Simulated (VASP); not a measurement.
ZnCdSi2P4, 16 atoms in the cell. The typed cell holds 16 atoms: a = 5.463 Å, b = 5.463 Å, c = 10.466 Å, α = 90.00°, β = 90.00°, γ = 90.00°. 

```yaml
Program: VASP 6.6.1
Task: single point
Functional: PBEsol
Potentials_or_basis: VASP PAW PBE potentials, release 64 (Zn, Cd, Si, P)
Cutoff: 500 eV
k_mesh: 2 × 2 × 2, shifted
Occupations: fermi-dirac, width 0.05 eV
Spin: no spin polarisation
Dipole_correction: no
Charge: 1
Further_INCAR_settings: ALGO = Normal; EDIFF = 1e-06; NBANDS = 66; NELECT = 103.0
```

Potentials or basis: VASP PAW PBE potentials, release 64 (Zn, Cd, Si, P).

Launch:

```console
$ cat potpaw_PBE.64/Zn/POTCAR potpaw_PBE.64/Cd/POTCAR potpaw_PBE.64/Si/POTCAR potpaw_PBE.64/P/POTCAR > POTCAR
$ mpirun -np 1 vasp_std > vasp.out
```

Hardware: 1 thread of Intel(R) Xeon(R) Platinum 8488C (Sapphire Rapids), on a shared host.

Problem. Estimate the wall time of this run.

Solution. It took 91 s on 1 thread of Intel(R) Xeon(R) Platinum 8488C (Sapphire Rapids) (shared host), peak memory 0.38 GiB. Counts: scf iterations 15, k points 4.
